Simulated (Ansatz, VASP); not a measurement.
Given: the input of a run of Ansatz 0.2.0 on CoO.

File input.yaml:

```yaml
crystal:
  lattice:
    - [0.0, 2.13150166, 2.13150166]
    - [2.13150166, 0.0, 2.13150166]
    - [2.13150166, 2.13150166, 0.0]
  atoms:
    - { symbol: Co, position: [0.0, 0.0, 0.0], spin: 3.5 }
    - { symbol: O, position: [0.5, 0.5, 0.5] }
hamiltonian:
  xc: pbe
  pseudopotentials: { kind: paw }
magnetization:
  spin_polarized: true
kpoints:
  mp_grid: { grid: [11, 11, 11] }
scf:
  occupations: { method: fermi_dirac, width: 0.05 }
output:
  forces: true
  stress: true
  eigenvalues: true
```

Potentials or basis: Ansatz PAW.

Launch:

```sh
$ ansatz run input.yaml --threads 2 --pin off --max-ram 5632MiB --backend cpu --events-out ev --progress --plain --runs-dir out
```

**Question.** Set up the same calculation for VASP 6.6.1. Potentials there: VASP PAW PBE potentials, release 64 (Co_sv, O).

**Answer.** As run (the cutoff follows the program's own potentials):

INCAR

```
SYSTEM = CoO
PREC = Accurate
ENCUT = 600
EDIFF = 1E-6
ISMEAR = -1
SIGMA = 0.05
LREAL = .False.
LASPH = .True.
NELM = 200
ALGO = Normal
ISIF = 2
LWAVE = .False.
LCHARG = .True.
ISPIN = 2
MAGMOM = 3.5 0
LORBIT = 11
LMAXMIX = 4
GGA = PE
LELF = .True.
LVHAR = .True.
NBANDS = 22
GGA_COMPAT = .False.
```

KPOINTS

```
regular mesh
0
Gamma
  11 11 11
  0 0 0
```

The input POSCAR:

```
CoO
1.0
    0.0000000000      2.1315016600      2.1315016600
    2.1315016600      0.0000000000      2.1315016600
    2.1315016600      2.1315016600      0.0000000000
Co O
1 1
Direct
    0.0000000000      0.0000000000      0.0000000000
    0.5000000000      0.5000000000      0.5000000000
```

Potentials or basis: VASP PAW PBE potentials, release 64 (Co_sv, O).

Launch:

```bash
$ cat potpaw_PBE.64/Co_sv/POTCAR potpaw_PBE.64/O/POTCAR > POTCAR
$ mpirun -np 1 vasp_std > vasp.out
```

Both were run:

|  | VASP | Ansatz | Ansatz less VASP |
| --- | --- | --- | --- |
| gap on the k mesh at the Fermi level (eV) | none | none | - |
| pressure (GPa) | -4.8 | -1.9 | +2.90 |
| net moment per atom (μB) | 1.46 | 1.46 | +0.004 |
| size of the moment on the site where the two differ most (μB) | 2.52 | 2.49 | -0.027 |

Site moments also hang on the region over which each program counts them. A gap of «none» marks a metal or a gap that the smearing closes.
